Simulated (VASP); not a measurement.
# Ga2B (P6/mmm) in VASP: single point with PBE

Aim: the single point of Ga2B with PBE.

All numbers are computed with VASP 6.6.1; they aren't measurements. Logs are shortened: lines on timing, memory, paths and dates and some standing lists are left out, and cuts for length are marked.

### Step 1. The cell of the first run

Symmetry: P6/mmm, No. 191, hexagonal system. The conventional cell has a = 4.418 Å, b = 4.418 Å, c = 2.628 Å, α = 90.00°, β = 90.00°, γ = 120.00°. Ga (site symmetry -6m2) has 5 Ga at 2.55 to 2.63 Å and 3 B at 2.55 Å within 3.4 Å. B (site symmetry 6/mmm) has 6 Ga at 2.55 Å and 2 B at 2.63 Å within 3.4 Å.

### Step 2. Single point, PBE

File INCAR:

```
SYSTEM = Ga2B
PREC = Accurate ; ENCUT = 520
EDIFF = 1E-6 ; ISMEAR = 0
SIGMA = 0.1 ; LREAL = .FALSE.
LASPH = .TRUE. ; NELM = 100
ALGO = Fast ; ISIF = 2
LWAVE = .FALSE. ; LCHARG = .FALSE.
GGA = PE ; NBANDS = 22
```

File KPOINTS:

```
regular mesh
0
G
  12 12 18
  0 0 0
```

File POSCAR:

```
Ga2B
1.0
    4.4176140283      0.0000000000      0.0000000000
   -2.2088070142      3.8257659726      0.0000000000
    0.0000000000      0.0000000000      2.6283043298
Ga B
2 1
Direct
    0.3333333333      0.6666666667      0.5000000000
    0.6666666667      0.3333333333      0.5000000000
    0.0000000000      0.0000000000      0.5000000000
```

Potentials or basis: VASP PAW PBE potentials, release 64 (Ga_d, B).

The run is started by

```
cat potpaw_PBE.64/Ga_d/POTCAR potpaw_PBE.64/B/POTCAR > POTCAR
mpirun -np 1 vasp_std > vasp.out
```

OUTCAR:

```text
SYSTEM = Ga2B
   PREC = Accurate
   ENCUT = 520
   EDIFF = 1E-6
   ISMEAR = 0
   LREAL = .FALSE.
   LASPH = .TRUE.
   NELM = 100
   ISIF = 2
   GGA = PE

 ion  position               nearest neighbor table
   1  0.333  0.667  0.500-   2 2.55   2 2.55   2 2.55
   2  0.667  0.333  0.500-   1 2.55   1 2.55   1 2.55
   3  0.000  0.000  0.500-

  LATTYP: Found a hexagonal cell.
 ALAT       =     4.4176140283
 C/A-ratio  =     0.5949601556

  Lattice vectors:

 A1 = (   4.4176140283,   0.0000000000,   0.0000000000)
 A2 = (  -2.2088070142,   3.8257659726,   0.0000000000)
 A3 = (   0.0000000000,   0.0000000000,   2.6283043298)

Analysis of symmetry for initial positions (statically):
=====================================================================
 Subroutine PRICEL returns:
 Original cell was already a primitive cell.

 Routine SETGRP: Setting up the symmetry group for a
 hexagonal supercell.

 Subroutine GETGRP returns: Found 24 space group operations
 (whereof 24 operations were pure point group operations)
 out of a pool of 24 trial point group operations.

The static configuration has the point symmetry D_6h.

Analysis of symmetry for dynamics (positions and initial velocities):
=====================================================================
 Subroutine PRICEL returns:
 Original cell was already a primitive cell.

 Routine SETGRP: Setting up the symmetry group for a
 hexagonal supercell.

 Subroutine GETGRP returns: Found 24 space group operations
 (whereof 24 operations were pure point group operations)
 out of a pool of 24 trial point group operations.

The dynamic configuration has the point symmetry D_6h.

 Subroutine INISYM returns: Found 24 space group operations
 (whereof 24 operations are pure point group operations),
 and found     1 'primitive' translations

----------------------------------------------------------------------------------------

                                     Primitive cell

  volume of cell :      44.4203

  direct lattice vectors                    reciprocal lattice vectors
     4.417614028  0.000000000  0.000000000     0.226366539  0.130692782  0.000000000
    -2.208807014  3.825765973  0.000000000     0.000000000  0.261385565  0.000000000
     0.000000000  0.000000000  2.628304330     0.000000000  0.000000000  0.380473444

  length of vectors
     4.417614028  4.417614028  2.628304330     0.261385565  0.261385565  0.380473444

  position of ions in fractional coordinates (direct lattice)
     0.333333333  0.666666667  0.500000000
     0.666666667  0.333333333  0.500000000
     0.000000000  0.000000000  0.500000000

  ion indices of the primitive-cell ions
   primitive index   ion index
                 1           1
                 2           2
                 3           3

----------------------------------------------------------------------------------------

 KPOINTS: regular mesh

Automatic generation of k-mesh.
 Grid dimensions read from file:
 generate k-points for:   12   12   18

 Generating k-lattice:

  Cartesian coordinates                     Fractional coordinates (reciprocal lattice)
     0.018863878  0.010891065  0.000000000     0.083333333  0.000000000  0.000000000
     0.000000000  0.021782130  0.000000000     0.000000000  0.083333333  0.000000000
     0.000000000  0.000000000  0.021137414     0.000000000  0.000000000  0.055555556

  Length of vectors
     0.021782130  0.021782130  0.021137414

  Shift w.r.t. Gamma in fractional coordinates (k-lattice)
     0.000000000  0.000000000  0.000000000

 Subroutine IBZKPT returns following result:
 ===========================================

 Found    190 irreducible k-points:

 Following reciprocal coordinates:
            Coordinates               Weight
  0.000000  0.000000  0.000000      1.000000
  0.083333 -0.000000  0.000000      6.000000
  0.166667  0.000000  0.000000      6.000000
  0.250000  0.000000  0.000000      6.000000
  0.333333  0.000000  0.000000      6.000000
  0.416667  0.000000  0.000000      6.000000
[... 16 lines left out ...]
  0.250000  0.000000  0.055556     12.000000
  0.333333  0.000000  0.055556     12.000000
 [... further k-points ...]
   k-points           NKPTS =    190   k-points in BZ     NKDIM =    190   number of bands    NBANDS=     22
   number of dos      NEDOS =    301   number of ions     NIONS =      3
   total plane-waves  NPLWV =  25920
   dimension x,y,z NGX =    36 NGY =   36 NGZ =   20
   dimension x,y,z NGXF=    72 NGYF=   72 NGZF=   40
   ions per type =               2   1
   NGX,Y,Z   is equivalent  to a cutoff of  13.55, 13.55, 12.65 a.u.
   NGXF,Y,Z  is equivalent  to a cutoff of  27.10, 27.10, 25.30 a.u.
 SYSTEM =  Ga2B
   PREC   = accura    normal or accurate (medium, high low for compatibility)
   ISTART =      0    job   : 0-new  1-cont  2-samecut
   ICHARG =      2    charge: 1-file 2-atom 10-const
   ISPIN  =      1    spin polarized calculation?
   LNONCOLLINEAR =      F non collinear calculations
   LSORBIT =      F    spin-orbit coupling
   LASPH  =      T    aspherical Exc in radial PAW
   ENCUT  =  520.0 eV  38.22 Ry    6.18 a.u.   8.21  8.21  4.89*2*pi/ulx,y,z
   NELM   =    100;   NELMIN=  2; NELMDL= -5     # of ELM steps
   EDIFF  = 0.1E-05   stopping-criterion for ELM
   LREAL  =      F    real-space projection
   EDIFFG = 0.1E-04   stopping-criterion for IOM
   NSW    =      0    number of steps for IOM
   IBRION =     -1    ionic relax: 0-MD 1-quasi-New 2-CG
   NFREE  =      0    steps in history (QN), initial steepest desc. (CG)
   ISIF   =      2    stress and relaxation
   ISYM   =      2    0-nonsym 1-usesym 2-fastsym
   POTIM  = 0.5000    time-step for ionic-motion
   TEBEG  =    0.0;   TEEND  =   0.0 temperature during run
   PSTRESS=    0.0 pullay stress
   NELECT =      29.0000    total number of electrons
   NUPDOWN=      -1.0000    fix difference up-down
   EMIN   =  10.00;   EMAX   =-10.00  energy-range for DOS
   EFERMI =   0.00;   METHOD = LEGACY
   ISMEAR =     0;   SIGMA  =   0.10  broadening in eV -4-tet -1-fermi 0-gaus
   EFERMI_NEDOS =   21; number of points for ismear=-14 and -15
   IALGO  =     68    algorithm
   IMIX   =      4    mixing-type and parameters
     AMIX     =   0.40;   BMIX     =  1.00
     AMIX_MAG =   1.60;   BMIX_MAG =  1.00
  volume/ion in A,a.u.               =      14.81        99.92
  Fermi-wavevector in a.u.,A,eV,Ry     =   1.420191  2.683773 27.442185  2.016944
  Thomas-Fermi vector in A             =   2.541133
   LORBIT       =      0    0 simple, 1 ext, 2 COOP (PROOUT), +10 PAW based schemes
   GGA     = PE    functional components
   LHFCALC =     F    Hartree Fock is set to
   AEXX    =    0.0000 exact exchange contribution
   IVDW    =     0    specifies the selected vdW correction
   LEPSILON=     F    determine dielectric tensor
   LRPA    =     F    only Hartree local field effects (RPA)
 non-spin polarized calculation
 RMM-DIIS sequential band-by-band and
 Gauss-broadening in eV      SIGMA  =   0.10
  energy-cutoff  :      520.00
  volume of cell :       44.42
 maximum number of plane-waves:      1218
 NGX is ok and might be reduce to    36
   NGX = 17   NGY = 17   NGZ =  9

 number of electron      28.9999992 magnetization

 Free energy of the ion-electron system (eV)
  ---------------------------------------------------
  ext. energy  EPLUGINS =         0.00000000
  ---------------------------------------------------
  free energy    TOTEN  =        -9.65878707 eV

  energy without entropy =       -9.65060861  energy(sigma->0) =       -9.65469784

 E-fermi :   5.6889     XC(G=0): -11.2990

 val. band max:        5.6814800060   @ k =   0.3333   0.0833   0.4444
 cond. band min:       5.6895200090   @ k =   0.0833  -0.0000   0.3889
 fundamental gap:      0.0080400030
 Fermi energy:         5.6889005941

 k-point     1 :       0.0000    0.0000    0.0000
  band No.  band energies     occupation
      1      -9.6584      2.00000
      2      -9.4232      2.00000
      3      -9.3372      2.00000
      4      -9.3372      2.00000
      5      -9.2253      2.00000
      6      -9.2253      2.00000
[... 14 lines left out ...]
     21      17.6575      0.00000
     22      18.1227      0.00000

 k-point     2 :       0.0833   -0.0000    0.0000
  band No.  band energies     occupation
      1      -9.6553      2.00000
      2      -9.4323      2.00000
      3      -9.3589      2.00000
      4      -9.3482      2.00000
      5      -9.2079      2.00000
      6      -9.1995      2.00000
[... 14 lines left out ...]
     21      17.4961      0.00000
     22      18.3170      0.00000

 k-point     3 :       0.1667    0.0000    0.0000
  band No.  band energies     occupation
      1      -9.6464      2.00000
      2      -9.4578      2.00000
      3      -9.3970      2.00000
      4      -9.3662      2.00000
      5      -9.1725      2.00000
      6      -9.1589      2.00000
[... 14 lines left out ...]
     21      17.3297      0.00000
     22      18.5798      0.00000

 k-point     4 :       0.2500    0.0000    0.0000
  band No.  band energies     occupation
      1      -9.6333      2.00000
      2      -9.4917      2.00000
      3      -9.4320      2.00000
      4      -9.3812      2.00000
      5      -9.1626      2.00000
      6      -9.1414      2.00000
[... 14 lines left out ...]
     21      17.2342      0.00000
     22      18.8976      0.00000

 k-point     5 :       0.3333    0.0000    0.0000
  band No.  band energies     occupation
      1      -9.6176      2.00000
      2      -9.5253      2.00000
      3      -9.4586      2.00000
      4      -9.3930      2.00000
      5      -9.1662      2.00000
      6      -9.1332      2.00000
[... 417 lines left out ...]
 k-point    22 :       0.1667    0.0000    0.0556
  band No.  band energies     occupation
      1      -9.6336      2.00000
      2      -9.4455      2.00000
      3      -9.3959      2.00000
      4      -9.3599      2.00000
      5      -9.1739      2.00000
      6      -9.1693      2.00000
[... 14 lines left out ...]
     21      16.9826      0.00000
     22      19.6596      0.00000

 k-point    23 :       0.2500    0.0000    0.0556
  band No.  band energies     occupation
      1      -9.6205      2.00000
      2      -9.4818      2.00000
      3      -9.4307      2.00000
      4      -9.3723      2.00000
      5      -9.1722      2.00000
      6      -9.1534      2.00000
[... 14 lines left out ...]
     21      16.4043      0.00000
     22      19.6318      0.00000

 k-point    24 :       0.3333    0.0000    0.0556
  band No.  band energies     occupation
      1      -9.6050      2.00000
      2      -9.5163      2.00000
      3      -9.4573      2.00000
      4      -9.3829      2.00000
      5      -9.1757      2.00000
      6      -9.1434      2.00000
[... 14 lines left out ...]
     21      16.2566      0.00000
     22      19.0200      0.00000

 [... further k-points ...]
[... 5 lines left out ...]
  --------------------------------------------------------------------------------------
  -------------------------------------------------------------------------------------
  Total        0.0307670      0.0307670      0.0207925     -0.0000000     -0.0000000      0.0000000
  in kB        1.1097230      1.1097230      0.7499552     -0.0000000     -0.0000000      0.0000000
  external PRESSURE =       0.9898004 kB  Pullay stress =       0.0000000 kB

 VOLUME and BASIS-vectors are now :
 -----------------------------------------------------------------------------
  energy-cutoff  :      520.00
  volume of cell :       44.42
      direct lattice vectors                 reciprocal lattice vectors
     4.417614028  0.000000000  0.000000000     0.226366539  0.130692782  0.000000000
    -2.208807014  3.825765973  0.000000000     0.000000000  0.261385565  0.000000000
     0.000000000  0.000000000  2.628304330     0.000000000  0.000000000  0.380473444

 POSITION                                       TOTAL-FORCE (eV/Angst)
 -----------------------------------------------------------------------------------
     -0.00000      2.55051      1.31415        -0.000000      0.000000     -0.000000
      2.20881      1.27526      1.31415         0.000000     -0.000000      0.000000
      0.00000      0.00000      1.31415         0.000000     -0.000000      0.000000
 -----------------------------------------------------------------------------------
    total drift:                                0.000000      0.000000     -0.000000

  FREE ENERGIE OF THE ION-ELECTRON SYSTEM (eV)
  ---------------------------------------------------
  free  energy   TOTEN  =        -9.6587870679 eV

  energy  without entropy=       -9.6506086136  energy(sigma->0) =       -9.65469784
```

Wall time 80 s (1 thread of Intel Xeon Platinum 8375C at 2.90GHz (Ice Lake), shared host); peak memory 0.28 GiB.

Results:

```
Free energy : -9.6588 eV
Pressure    : 0.1 GPa
```

Levels at points of the mesh, in eV from the Fermi level:
```tsv
k point	band 10	band 11	band 12	band 13	band 14	band 15	band 16	band 17	band 18	band 19
(0.00, 0.00, 0.00)	-14.70	-11.99	-2.86	-1.94	-1.92	-1.92	-1.40	-1.40	5.62	11.76
(0.50, 0.00, 0.00)	-14.68	-9.59	-9.30	-4.47	-4.33	3.33	4.77	5.13	6.15	6.95
(0.00, 0.00, 0.50)	-14.52	-7.60	-5.23	0.47	0.47	1.20	1.30	2.16	2.16	2.42
(0.50, 0.00, 0.50)	-14.59	-5.56	-5.24	-2.68	-2.64	-1.55	0.28	0.50	5.59	6.00
```
